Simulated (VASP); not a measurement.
# TiO2 (Rutile): single point with PBE

TiO2 (Rutile):

```xyz
6
Lattice="4.5968 0.0000 0.0000 0.0000 4.5968 0.0000 0.0000 0.0000 2.9535" Properties=species:S:1:pos:R:3 pbc="T T T"
Ti    0.0000    0.0000    0.0000
Ti    2.2984    2.2984    1.4768
O     1.4004    1.4004    0.0000
O     0.8980    3.6988    1.4768
O     3.1964    3.1964    0.0000
O     3.6988    0.8980    1.4768
```

```
Program             : VASP 6.6.1
Task                : single point
Functional          : PBE
Potentials or basis : VASP PAW PBE potentials, release 64 (Ti_sv, O)
Cutoff              : 520 eV
k mesh              : 6 × 6 × 8
Occupations         : gaussian, width 0.01 eV
Spin                : no spin polarisation
```

- Pressure: 5.9 GPa
- Largest force: 0.082 eV/Å
- Band gap on the k mesh: 1.86 eV, direct

Forces on the atoms (eV/Å):
```
Ti   0.000  0.000  0.000
Ti   0.000  0.000  0.000
O   -0.058 -0.058  0.000
O    0.058 -0.058  0.000
O    0.058  0.058  0.000
O   -0.058  0.058  0.000
```

Levels at points of the mesh, in eV from the valence-band top:
| k point | band 21 | band 22 | band 23 | band 24 | band 25 | band 26 | band 27 | band 28 |
| --- | --- | --- | --- | --- | --- | --- | --- | --- |
| (0.00, 0.00, 0.00) | -0.70 | -0.45 | -0.45 | 0.00 | 1.86 | 2.16 | 2.40 | 2.50 |
| (0.50, 0.00, 0.00) | -1.63 | -1.63 | -0.74 | -0.74 | 2.53 | 2.53 | 3.02 | 3.02 |
| (0.50, 0.50, 0.00) | -1.30 | -1.30 | -1.06 | -1.06 | 1.90 | 1.90 | 2.52 | 2.52 |
| (0.00, 0.00, 0.50) | -2.36 | -2.36 | -1.43 | -1.43 | 2.96 | 2.96 | 3.18 | 3.18 |
| (0.50, 0.00, 0.50) | -2.04 | -2.04 | -1.04 | -1.04 | 1.91 | 1.91 | 3.20 | 3.20 |
| (0.50, 0.50, 0.50) | -1.28 | -1.28 | -0.67 | -0.67 | 2.59 | 2.59 | 3.21 | 3.21 |

Run time: 99 s on 1 thread of Intel(R) Xeon(R) Platinum 8488C (Sapphire Rapids), on a shared host, peak memory 0.22 GiB.

A k mesh can miss the band edges.
